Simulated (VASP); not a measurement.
Write the native input for VASP 6.6.1 that does the following.

| Item | Value |
| --- | --- |
| Task | single point |
| Functional | PBE |
| Potentials or basis | VASP PAW PBE potentials, release 64 (Ga_d, Mo_sv, Ru_pv) |
| Cutoff | 520 eV |
| k mesh | 4 × 4 × 4 |
| Occupations | gaussian, width 0.1 eV |
| Spin | no spin polarisation |
| Dipole correction | no |
| Further INCAR settings | ALGO = Fast; EDIFF = 1e-06; NBANDS = 42 |

The structure of Ga3MoRu lies in POSCAR:

```
Ga3MoRu
1.0
    4.1655494000      0.0000000000      0.0000000000
    0.0000000000      4.1655494000      0.0000000000
    0.0000000000      0.0000000000      4.1655494000
Ga Mo Ru
3 1 1
Direct
    0.5000000000      0.5000000000      0.0000000000
    0.0000000000      0.5000000000      0.5000000000
    0.5000000000      0.0000000000      0.5000000000
    0.5000000000      0.5000000000      0.5000000000
    0.0000000000      0.0000000000      0.0000000000
```

The input as run:

INCAR

```
SYSTEM = Ga3MoRu
  ALGO = Fast
  EDIFF = 1E-6
  ENCUT = 520
  GGA = PE
  ISIF = 2
  ISMEAR = 0
  LASPH = .True.
  LCHARG = .False.
  LREAL = .False.
  LWAVE = .False.
  NBANDS = 42
  NELM = 60
  PREC = Accurate
  SIGMA = 0.1
```

KPOINTS

```
k-points
0
Gamma
  4 4 4
  0 0 0
```

Potentials or basis: VASP PAW PBE potentials, release 64 (Ga_d, Mo_sv, Ru_pv).

Launch:

```console
$ cat potpaw_PBE.64/Ga_d/POTCAR potpaw_PBE.64/Mo_sv/POTCAR potpaw_PBE.64/Ru_pv/POTCAR > POTCAR
$ mpirun -np 1 vasp_std > vasp.out
```

Results of the run:

| Property | Result |
| --- | --- |
| Pressure | 69.5 GPa |

Caveat: the k points lie up to 0.38 Å⁻¹ apart.

Wall time 91 s on 1 thread of AMD EPYC 7R13 (shared host), peak memory 0.16 GiB.
